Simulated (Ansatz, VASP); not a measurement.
**TlCl: VASP beside Ansatz**

```xyz
2
Lattice="3.7936 0.0000 0.0000 0.0000 3.7936 0.0000 0.0000 0.0000 3.7936" Properties=species:S:1:pos:R:3 pbc="T T T"
Tl    0.0000    0.0000    0.0000
Cl    1.8968    1.8968    1.8968
```

Alike in both runs: task single point; functional PBE; k mesh 4 × 4 × 4; occupations fermi-dirac, width 0.2 eV; no spin polarisation.

```csv
,VASP,Ansatz
version,VASP 6.6.1,Ansatz 0.2.0
potentials or method,"VASP PAW PBE potentials, release 64 (Tl_d, Cl)",plane waves
plane-wave cutoff (eV),500,420
valence electrons in the cell,20,20
```

|  | VASP | Ansatz | Ansatz less VASP |
| --- | --- | --- | --- |
| pressure (GPa) | 2.3 | 2.4 | +0.07 |

Neither program's run includes spin-orbit coupling.
